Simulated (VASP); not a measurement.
# Hf5Si (R32) in VASP: single point with PBE

Aim: the single point of Hf5Si with PBE.

Everything below comes from runs of VASP 6.6.1. Logs are shortened: lines on timing, memory, paths and dates and some standing lists are left out, and cuts for length are marked.

## Step 1: The cell of the first run

The structure is trigonal, space group R32 (No. 155). The conventional cell has a = 5.332 Å, b = 5.332 Å, c = 14.063 Å, α = 90.00°, β = 90.00°, γ = 120.00°. Hf (site symmetry 3) has 12 Hf at 3.00 to 3.86 Å and 3 Si at 3.09 Å within 3.9 Å. Hf (site symmetry 2) has 10 Hf at 2.84 to 3.65 Å and 2 Si at 2.86 Å within 3.7 Å. Si (site symmetry 32) has 12 Hf at 2.86 to 3.09 Å within 3.8 Å.

## Step 2: Single point, PBE

The input, INCAR:

```
ALGO = Fast
EDIFF = 1E-7
ENCUT = 520
GGA = PE
ISIF = 2
ISMEAR = 0
LASPH = T
LCHARG = F
LREAL = F
LWAVE = F
NBANDS = 36
NELM = 100
PREC = Accurate
SIGMA = 0.1
```

The input, KPOINTS:

```
k-points
0
Gamma
  6 6 6
```

The input, POSCAR:

```
Hf5Si
1.0
    2.6660112555      1.5392223160      4.6876240618
   -2.6660112555      1.5392223160      4.6876240618
    0.0000000000     -3.0784446320      4.6876240618
Hf Si
5 1
Direct
    0.1513621527      0.1513621527      0.1513621527
    0.6045557556      0.3954442444      0.0000000000
    0.0000000000      0.6045557556      0.3954442444
    0.8486378473      0.8486378473      0.8486378473
    0.3954442444      0.0000000000      0.6045557556
    0.5000000000      0.5000000000      0.5000000000
```

Potentials or basis: VASP PAW PBE potentials, release 64 (Hf_pv, Si).

Launch:

```
> cat potpaw_PBE.64/Hf_pv/POTCAR potpaw_PBE.64/Si/POTCAR > POTCAR
> mpirun -np 1 vasp_std > vasp.out
```

OUTCAR:

```text
EDIFF = 1E-7
   ENCUT = 520
   GGA = PE
   ISIF = 2
   ISMEAR = 0
   LASPH = T
   LREAL = F
   NELM = 100
   PREC = Accurate

 ion  position               nearest neighbor table
   1  0.151  0.151  0.151-   5 3.00   3 3.00   2 3.00   2 3.04   5 3.04   3 3.04   6 3.09   6 3.09
                             6 3.09   4 3.11   4 3.11   4 3.11   5 3.86   3 3.86   2 3.86
   2  0.605  0.395  0.000-   5 2.84   3 2.84   5 2.84   3 2.84   6 2.86   6 2.86   4 3.00   1 3.00
                             4 3.04   1 3.04   5 3.65   3 3.65   1 3.86   4 3.86
   3  0.000  0.605  0.395-   2 2.84   2 2.84   5 2.84   5 2.84   6 2.86   6 2.86   4 3.00   1 3.00
                             4 3.04   1 3.04   5 3.65   2 3.65   4 3.86   1 3.86
   4  0.849  0.849  0.849-   5 3.00   3 3.00   2 3.00   2 3.04   3 3.04   5 3.04   6 3.09   6 3.09
                             6 3.09   1 3.11   1 3.11   1 3.11   5 3.86   3 3.86   2 3.86
   5  0.395  0.000  0.605-   2 2.84   2 2.84   3 2.84   3 2.84   6 2.86   6 2.86   1 3.00   4 3.00
                             1 3.04   4 3.04   3 3.65   2 3.65   1 3.86   4 3.86
   6  0.500  0.500  0.500-   2 2.86   2 2.86   3 2.86   5 2.86   5 2.86   3 2.86   1 3.09   4 3.09
                             4 3.09   1 3.09   1 3.09   4 3.09

  LATTYP: Found a trigonal (rhomboedric) cell.
 ALAT       =     5.6080870800
 COS(alpha) =     0.5480145487

  Lattice vectors:

 A1 = (   2.6660112555,   1.5392223160,   4.6876240618)
 A2 = (  -2.6660112555,   1.5392223160,   4.6876240618)
 A3 = (   0.0000000000,  -3.0784446320,   4.6876240618)

Analysis of symmetry for initial positions (statically):
=====================================================================
 Subroutine PRICEL returns:
 Original cell was already a primitive cell.

 Routine SETGRP: Setting up the symmetry group for a
 trigonal (rhombohedral) supercell.

 Subroutine GETGRP returns: Found  6 space group operations
 (whereof  6 operations were pure point group operations)
 out of a pool of 12 trial point group operations.

The static configuration has the point symmetry D_3 .

Analysis of symmetry for dynamics (positions and initial velocities):
=====================================================================
 Subroutine PRICEL returns:
 Original cell was already a primitive cell.

 Routine SETGRP: Setting up the symmetry group for a
 trigonal (rhombohedral) supercell.

 Subroutine GETGRP returns: Found  6 space group operations
 (whereof  6 operations were pure point group operations)
 out of a pool of 12 trial point group operations.

The dynamic configuration has the point symmetry D_3 .

 Subroutine INISYM returns: Found  6 space group operations
 (whereof  6 operations are pure point group operations),
 and found     1 'primitive' translations

----------------------------------------------------------------------------------------

                                     Primitive cell

  volume of cell :     115.4164

  direct lattice vectors                    reciprocal lattice vectors
     2.666011255  1.539222316  4.687624062     0.187546095  0.108279788  0.071109229
    -2.666011255  1.539222316  4.687624062    -0.187546095  0.108279788  0.071109229
     0.000000000 -3.078444632  4.687624062     0.000000000 -0.216559577  0.071109229

  length of vectors
     5.608087080  5.608087080  5.608087080     0.227935457  0.227935457  0.227935457

  position of ions in fractional coordinates (direct lattice)
     0.151362153  0.151362153  0.151362153
     0.604555756  0.395444244  0.000000000
     0.000000000  0.604555756  0.395444244
     0.848637847  0.848637847  0.848637847
     0.395444244  0.000000000  0.604555756
     0.500000000  0.500000000  0.500000000

  ion indices of the primitive-cell ions
   primitive index   ion index
                 1           1
                 2           2
                 3           3
                 4           4
                 5           5
                 6           6

----------------------------------------------------------------------------------------

 KPOINTS: k-points

Automatic generation of k-mesh.
 Grid dimensions read from file:
 generate k-points for:    6    6    6

 Generating k-lattice:

  Cartesian coordinates                     Fractional coordinates (reciprocal lattice)
     0.031257682  0.018046631  0.011851538     0.166666667  0.000000000 -0.000000000
    -0.031257682  0.018046631  0.011851538     0.000000000  0.166666667 -0.000000000
     0.000000000 -0.036093263  0.011851538    -0.000000000 -0.000000000  0.166666667

  Length of vectors
     0.037989243  0.037989243  0.037989243

  Shift w.r.t. Gamma in fractional coordinates (k-lattice)
     0.000000000  0.000000000  0.000000000

 Subroutine IBZKPT returns following result:
 ===========================================

 Found     32 irreducible k-points:

 Following reciprocal coordinates:
            Coordinates               Weight
  0.000000  0.000000  0.000000      1.000000
  0.166667  0.000000  0.000000      6.000000
  0.333333  0.000000  0.000000      6.000000
  0.500000  0.000000  0.000000      3.000000
  0.166667  0.166667  0.000000      6.000000
  0.333333  0.166667  0.000000     12.000000
[... 16 lines left out ...]
  0.500000  0.500000  0.166667      6.000000
 -0.333333  0.500000  0.166667     12.000000
 [... further k-points ...]
   k-points           NKPTS =     32   k-points in BZ     NKDIM =     32   number of bands    NBANDS=     36
   number of dos      NEDOS =    301   number of ions     NIONS =      6
   total plane-waves  NPLWV =  74088
   dimension x,y,z NGX =    42 NGY =   42 NGZ =   42
   dimension x,y,z NGXF=    84 NGYF=   84 NGZF=   84
   ions per type =               5   1
   NGX,Y,Z   is equivalent  to a cutoff of  12.45, 12.45, 12.45 a.u.
   NGXF,Y,Z  is equivalent  to a cutoff of  24.90, 24.90, 24.90 a.u.
 SYSTEM =  unknown system
   PREC   = accura    normal or accurate (medium, high low for compatibility)
   ISTART =      0    job   : 0-new  1-cont  2-samecut
   ICHARG =      2    charge: 1-file 2-atom 10-const
   ISPIN  =      1    spin polarized calculation?
   LNONCOLLINEAR =      F non collinear calculations
   LSORBIT =      F    spin-orbit coupling
   LASPH  =      T    aspherical Exc in radial PAW
   ENCUT  =  520.0 eV  38.22 Ry    6.18 a.u.  10.43 10.43 10.43*2*pi/ulx,y,z
   NELM   =    100;   NELMIN=  2; NELMDL= -5     # of ELM steps
   EDIFF  = 0.1E-06   stopping-criterion for ELM
   LREAL  =      F    real-space projection
   EDIFFG = 0.1E-05   stopping-criterion for IOM
   NSW    =      0    number of steps for IOM
   IBRION =     -1    ionic relax: 0-MD 1-quasi-New 2-CG
   NFREE  =      0    steps in history (QN), initial steepest desc. (CG)
   ISIF   =      2    stress and relaxation
   ISYM   =      2    0-nonsym 1-usesym 2-fastsym
   POTIM  = 0.5000    time-step for ionic-motion
   TEBEG  =    0.0;   TEEND  =   0.0 temperature during run
   PSTRESS=    0.0 pullay stress
   NELECT =      54.0000    total number of electrons
   NUPDOWN=      -1.0000    fix difference up-down
   EMIN   =  10.00;   EMAX   =-10.00  energy-range for DOS
   EFERMI =   0.00;   METHOD = LEGACY
   ISMEAR =     0;   SIGMA  =   0.10  broadening in eV -4-tet -1-fermi 0-gaus
   EFERMI_NEDOS =   21; number of points for ismear=-14 and -15
   IALGO  =     68    algorithm
   IMIX   =      4    mixing-type and parameters
     AMIX     =   0.40;   BMIX     =  1.00
     AMIX_MAG =   1.60;   BMIX_MAG =  1.00
  volume/ion in A,a.u.               =      19.24       129.81
  Fermi-wavevector in a.u.,A,eV,Ry     =   1.270916  2.401684 21.976516  1.615228
  Thomas-Fermi vector in A             =   2.403878
   LORBIT       =      0    0 simple, 1 ext, 2 COOP (PROOUT), +10 PAW based schemes
   GGA     = PE    functional components
   LHFCALC =     F    Hartree Fock is set to
   AEXX    =    0.0000 exact exchange contribution
   IVDW    =     0    specifies the selected vdW correction
   LEPSILON=     F    determine dielectric tensor
   LRPA    =     F    only Hartree local field effects (RPA)
 non-spin polarized calculation
 RMM-DIIS sequential band-by-band and
 Gauss-broadening in eV      SIGMA  =   0.10
  energy-cutoff  :      520.00
  volume of cell :      115.42
 maximum number of plane-waves:      3124
 NGX is ok and might be reduce to    42
   NGX = 21   NGY = 21   NGZ = 21

 number of electron      54.0000001 magnetization

 Free energy of the ion-electron system (eV)
  ---------------------------------------------------
  ext. energy  EPLUGINS =         0.00000000
  ---------------------------------------------------
  free energy    TOTEN  =       -55.71833013 eV

  energy without entropy =      -55.69991313  energy(sigma->0) =      -55.70912163

 E-fermi :   5.9647     XC(G=0): -11.6726

 val. band max:        5.9162082514   @ k =   0.1667   0.0000   0.0000
 cond. band min:       5.9731593241   @ k =  -0.3333   0.3333   0.0000
 fundamental gap:      0.0569510727
 Fermi energy:         5.9647326357

 k-point     1 :       0.0000    0.0000    0.0000
  band No.  band energies     occupation
      1     -24.9306      2.00000
      2     -24.7371      2.00000
      3     -24.6162      2.00000
      4     -24.6162      2.00000
      5     -24.5404      2.00000
      6     -24.5404      2.00000
[... 28 lines left out ...]
     35       8.8249      0.00000
     36       8.9591      0.00000

 k-point     2 :       0.1667    0.0000    0.0000
  band No.  band energies     occupation
      1     -24.9178      2.00000
      2     -24.7185      2.00000
      3     -24.6611      2.00000
      4     -24.6214      2.00000
      5     -24.5908      2.00000
      6     -24.4546      2.00000
[... 28 lines left out ...]
     35       8.7224      0.00000
     36       9.0598      0.00000

 k-point     3 :       0.3333    0.0000    0.0000
  band No.  band energies     occupation
      1     -24.9044      2.00000
      2     -24.6908      2.00000
      3     -24.6451      2.00000
      4     -24.6233      2.00000
      5     -24.5544      2.00000
      6     -24.3443      2.00000
[... 28 lines left out ...]
     35       8.8509      0.00000
     36       9.1740      0.00000

 k-point     4 :       0.5000    0.0000    0.0000
  band No.  band energies     occupation
      1     -24.9097      2.00000
      2     -24.7004      2.00000
      3     -24.6178      2.00000
      4     -24.5099      2.00000
      5     -24.4935      2.00000
      6     -24.3907      2.00000
[... 28 lines left out ...]
     35       8.8551      0.00000
     36       9.0842      0.00000

 k-point     5 :       0.1667    0.1667    0.0000
  band No.  band energies     occupation
      1     -24.9104      2.00000
      2     -24.7239      2.00000
      3     -24.6673      2.00000
      4     -24.6039      2.00000
      5     -24.5883      2.00000
      6     -24.4325      2.00000
[... 655 lines left out ...]
 k-point    22 :      -0.1667    0.3333    0.1667
  band No.  band energies     occupation
      1     -24.8023      2.00000
      2     -24.7165      2.00000
      3     -24.6718      2.00000
      4     -24.5910      2.00000
      5     -24.4925      2.00000
      6     -24.4048      2.00000
[... 28 lines left out ...]
     35       8.6875      0.00000
     36       9.1008      0.00000

 k-point    23 :       0.5000    0.5000    0.1667
  band No.  band energies     occupation
      1     -24.8565      2.00000
      2     -24.6900      2.00000
      3     -24.6059      2.00000
      4     -24.5808      2.00000
      5     -24.4408      2.00000
      6     -24.4008      2.00000
[... 28 lines left out ...]
     35       8.6492      0.00000
     36       9.0887      0.00000

 k-point    24 :      -0.3333    0.5000    0.1667
  band No.  band energies     occupation
      1     -24.8078      2.00000
      2     -24.6943      2.00000
      3     -24.5868      2.00000
      4     -24.5304      2.00000
      5     -24.4919      2.00000
      6     -24.4592      2.00000
[... 28 lines left out ...]
     35       8.7816      0.00000
     36       9.1981      0.00000

 [... further k-points ...]
[... 5 lines left out ...]
  --------------------------------------------------------------------------------------
  -------------------------------------------------------------------------------------
  Total        7.8487064      7.8487064      5.5892871      0.0000000     -0.0000000      0.0000000
  in kB      108.9535319    108.9535319     77.5889089      0.0000000     -0.0000000      0.0000000
  external PRESSURE =      98.4986576 kB  Pullay stress =       0.0000000 kB

 VOLUME and BASIS-vectors are now :
 -----------------------------------------------------------------------------
  energy-cutoff  :      520.00
  volume of cell :      115.42
      direct lattice vectors                 reciprocal lattice vectors
     2.666011255  1.539222316  4.687624062     0.187546095  0.108279788  0.071109229
    -2.666011255  1.539222316  4.687624062    -0.187546095  0.108279788  0.071109229
     0.000000000 -3.078444632  4.687624062     0.000000000 -0.216559577  0.071109229

 POSITION                                       TOTAL-FORCE (eV/Angst)
 -----------------------------------------------------------------------------------
      0.00000      0.00000      2.12859        -0.000000      0.000000     -0.006174
      0.55749      1.53922      4.68762         0.198923      0.000000     -0.000000
     -1.61175     -0.28681      4.68762        -0.099461      0.172272      0.000000
      0.00000      0.00000     11.93429        -0.000000      0.000000      0.006174
      1.05426     -1.25241      4.68762        -0.099461     -0.172272      0.000000
      0.00000      0.00000      7.03144         0.000000      0.000000      0.000000
 -----------------------------------------------------------------------------------
    total drift:                                0.000000     -0.000000      0.000000

  FREE ENERGIE OF THE ION-ELECTRON SYSTEM (eV)
  ---------------------------------------------------
  free  energy   TOTEN  =       -55.7183301255 eV

  energy  without entropy=      -55.6999131287  energy(sigma->0) =      -55.70912163
```

Wall time 4.5 min (1 thread of Intel Xeon 8259CL, shared host); peak memory 0.31 GiB.

Results:

| Quantity | Value |
| --- | --- |
| Free energy | -55.7183 eV |
| Pressure | 9.8 GPa |
| Largest force | 0.199 eV/Å |
| Band gap on the k mesh | zero (bands 27 and 28 overlap by 0.64 eV) |

Forces on the atoms (eV/Å):
```
Hf   0.000  0.000 -0.006
Hf   0.199  0.000  0.000
Hf  -0.099  0.172  0.000
Hf   0.000  0.000  0.006
Hf  -0.099 -0.172  0.000
Si   0.000  0.000  0.000
```

Stress tensor (GPa, compression positive):
```
10.90  0.00  0.00
 0.00 10.90  0.00
 0.00  0.00  7.76
```

Caveat: the cell stands under pressure; spin-orbit coupling is left out, which moves the levels of the heavy elements.
